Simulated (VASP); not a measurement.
# LaAl3N2 in VASP: notebook, part 2 of 2

VASP 6.6.1. The steps go on from the part before.

## (3) Single point, PBE

This run uses another cell than the first one, of 15.99 Å³/atom.

Input file INCAR:

```
ALGO = Normal ; EDIFF = 1E-7
ENCUT = 520 ; GGA = PE
ISIF = 2 ; ISMEAR = 0
LASPH = True ; LCHARG = False
LREAL = False ; LWAVE = False
NBANDS = 24 ; NELM = 60
PREC = Accurate ; SIGMA = 0.1
```

Input file KPOINTS:

```
k-points
0
Gamma
  12 12 12
```

Input file POSCAR:

```
LaAl3N2
1.0
   -1.9855691544      1.9855691544      6.0846300632
    1.9855691544     -1.9855691544      6.0846300632
    1.9855691544      1.9855691544     -6.0846300632
La Al N
1 3 2
Direct
    0.1307117100      0.1307117100      0.0000000000
    0.8793086558      0.3793086558      0.5000000000
    0.3793086558      0.8793086558      0.5000000000
    0.7259826631      0.7259826631      0.0000000000
    0.3914766740      0.3914766740      0.0000000000
    0.9083284311      0.9083284311      0.0000000000
```

Potentials or basis: VASP PAW PBE potentials, release 64 (La, Al, N).

Launch:

```bash
> cat potpaw_PBE.64/La/POTCAR potpaw_PBE.64/Al/POTCAR potpaw_PBE.64/N/POTCAR > POTCAR
> mpirun -np 1 vasp_std > vasp.out
```

OUTCAR:

```text
EDIFF = 1E-7
   ENCUT = 520
   GGA = PE
   ISIF = 2
   ISMEAR = 0
   LASPH = True
   LREAL = False
   NELM = 60
   PREC = Accurate

 ion  position               nearest neighbor table
   1  0.131  0.131  0.000-   6 2.71   4 3.04   4 3.04   4 3.04   4 3.04
   2  0.879  0.379  0.500-   5 1.99   5 1.99   6 2.02   6 2.02   4 2.72   4 2.72   3 2.81   3 2.81
                             3 2.81   3 2.81
   3  0.379  0.879  0.500-   5 1.99   5 1.99   6 2.02   6 2.02   4 2.72   4 2.72   2 2.81   2 2.81
                             2 2.81   2 2.81
   4  0.726  0.726  0.000-   6 2.22   2 2.72   3 2.72   2 2.72   3 2.72   1 3.04   1 3.04   1 3.04
                             1 3.04
   5  0.391  0.391  0.000-   2 1.99   3 1.99   3 1.99   2 1.99
   6  0.908  0.908  0.000-   2 2.02   3 2.02   2 2.02   3 2.02   4 2.22   1 2.71

  LATTYP: Found a body centered tetragonal cell.
 ALAT       =     3.9711383088
 C/A-ratio  =     3.0644261620

  Lattice vectors:

 A1 = (  -1.9855691544,   1.9855691544,   6.0846300632)
 A2 = (   1.9855691544,  -1.9855691544,   6.0846300632)
 A3 = (   1.9855691544,   1.9855691544,  -6.0846300632)

Analysis of symmetry for initial positions (statically):
=====================================================================
 Subroutine PRICEL returns:
 Original cell was already a primitive cell.

 Routine SETGRP: Setting up the symmetry group for a
 body centered tetragonal supercell.

 Subroutine GETGRP returns: Found  8 space group operations
 (whereof  8 operations were pure point group operations)
 out of a pool of 16 trial point group operations.

The static configuration has the point symmetry C_4v.

Analysis of symmetry for dynamics (positions and initial velocities):
=====================================================================
 Subroutine PRICEL returns:
 Original cell was already a primitive cell.

[... 136 lines left out ...]
  volume/ion in A,a.u.               =      15.99       107.92
  Fermi-wavevector in a.u.,A,eV,Ry     =   1.111119  2.099710 16.797550  1.234585
  Thomas-Fermi vector in A             =   2.247678
   LORBIT       =      0    0 simple, 1 ext, 2 COOP (PROOUT), +10 PAW based schemes
   GGA     = PE    functional components
   LHFCALC =     F    Hartree Fock is set to
   AEXX    =    0.0000 exact exchange contribution
   IVDW    =     0    specifies the selected vdW correction
   LEPSILON=     F    determine dielectric tensor
   LRPA    =     F    only Hartree local field effects (RPA)
 non-spin polarized calculation
 Gauss-broadening in eV      SIGMA  =   0.10
  energy-cutoff  :      520.00
  volume of cell :       95.95
 maximum number of plane-waves:      2639
 NGX is ok and might be reduce to    50
   NGX = 25   NGY = 25   NGZ = 25

 number of electron      30.0000000 magnetization

 Free energy of the ion-electron system (eV)
  ---------------------------------------------------
  ext. energy  EPLUGINS =         0.00000000
  ---------------------------------------------------
  free energy    TOTEN  =       -35.97145682 eV

  energy without entropy =      -35.95732082  energy(sigma->0) =      -35.96438882

 E-fermi :   8.2901     XC(G=0): -10.2413

 val. band max:        8.2819211782   @ k =   0.0833   0.0000   0.0000
 cond. band min:       8.2943328313   @ k =  -0.4167  -0.4167   0.1667
 fundamental gap:      0.0124116531
 Fermi energy:         8.2901111215

 k-point     1 :       0.0000    0.0000    0.0000
  band No.  band energies     occupation
      1     -24.5301      2.00000
      2      -8.9447      2.00000
      3      -8.3921      2.00000
      4      -8.1057      2.00000
      5      -8.1057      2.00000
      6      -5.6975      2.00000
[... 637 lines left out ...]
     23      10.4610      0.00000
     24      10.5482      0.00000

 [... further k-points ...]

------------------------ aborting loop because EDIFF is reached ----------------------------------------

  FORCE on cell =-STRESS in cart. coord.  units (eV):
  Direction    XX          YY          ZZ          XY          YZ          ZX
  --------------------------------------------------------------------------------------
  -------------------------------------------------------------------------------------
  Total       -0.0884983     -0.0884983     -0.0820467      0.0000000     -0.0000000     -0.0000000
  in kB       -1.4776830     -1.4776830     -1.3699587      0.0000000     -0.0000000     -0.0000000
  external PRESSURE =      -1.4417749 kB  Pullay stress =       0.0000000 kB

 VOLUME and BASIS-vectors are now :
 -----------------------------------------------------------------------------
  energy-cutoff  :      520.00
  volume of cell :       95.95
      direct lattice vectors                 reciprocal lattice vectors
    -1.985569154  1.985569154  6.084630063     0.000000000  0.251816966  0.082174264
     1.985569154 -1.985569154  6.084630063     0.251816966  0.000000000  0.082174264
     1.985569154  1.985569154 -6.084630063     0.251816966  0.251816966  0.000000000

 POSITION                                       TOTAL-FORCE (eV/Angst)
 -----------------------------------------------------------------------------------
      0.00000      0.00000      1.59066        -0.000000     -0.000000      0.007963
      0.00000      1.98557      4.61591         0.000000     -0.000000      0.001996
      1.98557      0.00000      4.61591        -0.000000      0.000000      0.001996
      0.00000      0.00000      8.83467        -0.000000     -0.000000     -0.003976
      0.00000      0.00000      4.76398         0.000000      0.000000     -0.007520
      0.00000      0.00000     11.05368        -0.000000     -0.000000     -0.000459
 -----------------------------------------------------------------------------------
    total drift:                                0.000000      0.000000     -0.000173

  FREE ENERGIE OF THE ION-ELECTRON SYSTEM (eV)
  ---------------------------------------------------
  free  energy   TOTEN  =       -35.9714568239 eV

  energy  without entropy=      -35.9573208213  energy(sigma->0) =      -35.96438882
```

stdout:

```text
POSCAR found type information on POSCAR LaAlN
 POSCAR found :  3 types and       6 ions
 scaLAPACK will be used
 LDA part: xc-table for (Slater+PW92), standard interpolation
 POSCAR, INCAR and KPOINTS ok, starting setup
 FFT: planning ... GRIDC
 FFT: planning ... GRID_SOFT
 FFT: planning ... GRID
 WAVECAR not read
 entering main loop
```

Wall time 7.4 min (1 thread of Intel Xeon 6975P-C (Granite Rapids), shared host); peak memory 0.66 GiB.

Results:

```yaml
Free_energy: -35.9715 eV
Pressure: -0.1 GPa
Largest_force: 0.008 eV/Å
Band_gap_on_the_k_mesh: zero (bands 15 and 16 overlap by 0.58 eV)
```

Forces in eV/Å, atoms in the order of the input:
```
La   0.000  0.000  0.008
Al   0.000  0.000  0.002
Al   0.000  0.000  0.002
Al   0.000  0.000 -0.004
N    0.000  0.000 -0.008
N    0.000  0.000  0.000
```

Caveat: spin-orbit coupling is left out, which moves the levels of the heavy elements.
